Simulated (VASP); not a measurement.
# Li (Fm-3m) in VASP: a series of runs, part 2 of 2

VASP 6.6.1. Earlier steps stand in the parts before.

### Step 4. Single point, LDA

This run uses another cell than the first one, of 18.97 Å³/atom, 1.216 times its volume.

INCAR reads:

```
PREC = Accurate
ENCUT = 520
EDIFF = 1E-6
ISMEAR = 1
SIGMA = 0.1
LREAL = F
LASPH = T
NELM = 60
ALGO = Normal
ISIF = 2
LWAVE = F
LCHARG = T
GGA = CA
LELF = T
LVHAR = T
NBANDS = 8
```

KPOINTS reads:

```
regular mesh
0
Gamma
  13 13 13
```

POSCAR reads:

```
Li
1.0
    0.0000000000      2.1168127781      2.1168127781
    2.1168127781      0.0000000000      2.1168127781
    2.1168127781      2.1168127781      0.0000000000
Li
1
Direct
    0.0000000000      0.0000000000      0.0000000000
```

Potentials or basis: VASP PAW LDA potentials, release 64 (Li_sv).

Run with:

```console
> cat potpaw_LDA.64/Li_sv/POTCAR > POTCAR
> mpirun -np 1 vasp_std > vasp.out
```

OUTCAR:

```text
PREC = Accurate
   ENCUT = 520
   EDIFF = 1E-6
   ISMEAR = 1
   LREAL = F
   LASPH = T
   NELM = 60
   ISIF = 2
   GGA = CA

 ion  position               nearest neighbor table
   1  0.000  0.000  0.000-

  LATTYP: Found a face centered cubic cell.
 ALAT       =     4.2336255562

  Lattice vectors:

 A1 = (   0.0000000000,   2.1168127781,   2.1168127781)
 A2 = (   2.1168127781,   0.0000000000,   2.1168127781)
 A3 = (   2.1168127781,   2.1168127781,   0.0000000000)

Analysis of symmetry for initial positions (statically):
=====================================================================
 Subroutine PRICEL returns:
 Original cell was already a primitive cell.

 Routine SETGRP: Setting up the symmetry group for a
 face centered cubic supercell.

 Subroutine GETGRP returns: Found 48 space group operations
 (whereof 48 operations were pure point group operations)
 out of a pool of 48 trial point group operations.

The static configuration has the point symmetry O_h .

Analysis of symmetry for dynamics (positions and initial velocities):
=====================================================================
[... 153 lines left out ...]

  energy without entropy =       -2.04183816  energy(sigma->0) =       -2.04229194

 E-fermi :   0.8349     XC(G=0):  -7.3133

 val. band max:        0.8079661088   @ k =  -0.2308   0.3077   0.0769
 cond. band min:       0.8354317352   @ k =  -0.3846   0.1538   0.0000
 fundamental gap:      0.0274656264
 Fermi energy:         0.8349227391

 k-point     1 :       0.0000    0.0000    0.0000
  band No.  band energies     occupation
      1     -44.7289      2.00000
      2      -2.7826      2.00000
      3      15.5808      0.00000
      4      15.5808      0.00000
      5      15.5808      0.00000
      6      19.8216      0.00000
      7      19.8216      0.00000
      8      19.8216      0.00000
[... 243 lines left out ...]
 k-point    24 :       0.4615    0.1538    0.0000
  band No.  band energies     occupation
      1     -44.7020      2.00000
      2       0.5294      2.00014
      3       5.1812      0.00000
      4      12.0068      0.00000
      5      12.1585      0.00000
      6      15.7383      0.00000
      7      21.2910      0.00000
      8      21.5634      0.00000

 [... further k-points ...]
[... 5 lines left out ...]
  --------------------------------------------------------------------------------------
  -------------------------------------------------------------------------------------
  Total       -0.0105961     -0.0105961     -0.0105961      0.0000000      0.0000000     -0.0000000
  in kB       -0.8949084     -0.8949084     -0.8949084      0.0000000      0.0000000     -0.0000000
  external PRESSURE =      -0.8949084 kB  Pullay stress =       0.0000000 kB

 VOLUME and BASIS-vectors are now :
 -----------------------------------------------------------------------------
  energy-cutoff  :      520.00
  volume of cell :       18.97
      direct lattice vectors                 reciprocal lattice vectors
     0.000000000  2.116812778  2.116812778    -0.236204167  0.236204167  0.236204167
     2.116812778  0.000000000  2.116812778     0.236204167 -0.236204167  0.236204167
     2.116812778  2.116812778  0.000000000     0.236204167  0.236204167 -0.236204167

 POSITION                                       TOTAL-FORCE (eV/Angst)
 -----------------------------------------------------------------------------------
      0.00000      0.00000      0.00000        -0.000000     -0.000000      0.000000
 -----------------------------------------------------------------------------------
    total drift:                                0.000000      0.000000     -0.000000

  FREE ENERGIE OF THE ION-ELECTRON SYSTEM (eV)
  ---------------------------------------------------
  free  energy   TOTEN  =        -2.0425188269 eV

  energy  without entropy=       -2.0418381644  energy(sigma->0) =       -2.04229194
```

It took 7.3 s on 1 thread of Intel Xeon 6975P-C, shared host; peak memory 0.12 GiB.

What came out:

```
Free energy : -2.0425 eV
```

Caveat: the cutoff is under 1.25 times the usual one of these potentials, so pressure, stress and relaxed cells hold a basis-set (Pulay) error.

### Step 5. Summary

| level | potentials or basis | cell | gap on the mesh (eV) |
| --- | --- | --- | --- |
| BLYP+D3(BJ) | VASP PAW PBE potentials, release 64 (Li_sv) | a = 2.805 Å, angles 60.0°, 1 atom | none |
| PBEsol+D3(BJ) | VASP PAW PBE potentials, release 64 (Li_sv) | a = 2.966 Å, angles 60.0°, 1 atom | none |
| LDA | VASP PAW LDA potentials, release 64 (Li_sv) | a = 2.994 Å, angles 60.0°, 1 atom | none |

Alike in all rows: task single point; no spin polarisation; k mesh 13 × 13 × 13; cutoff (eV) 520; smearing methfessel-paxton 0.1 eV.

Caveats: the cutoff is under 1.25 times the usual one of these potentials, so pressure, stress and relaxed cells hold a basis-set (Pulay) error; the PAW data sets were made with another functional, which shifts forces and pressure a little (some runs); pairwise dispersion overbinds metals, which lowers pressure and volume (some runs).

Absolute energies hang on the potentials; compare differences alone.
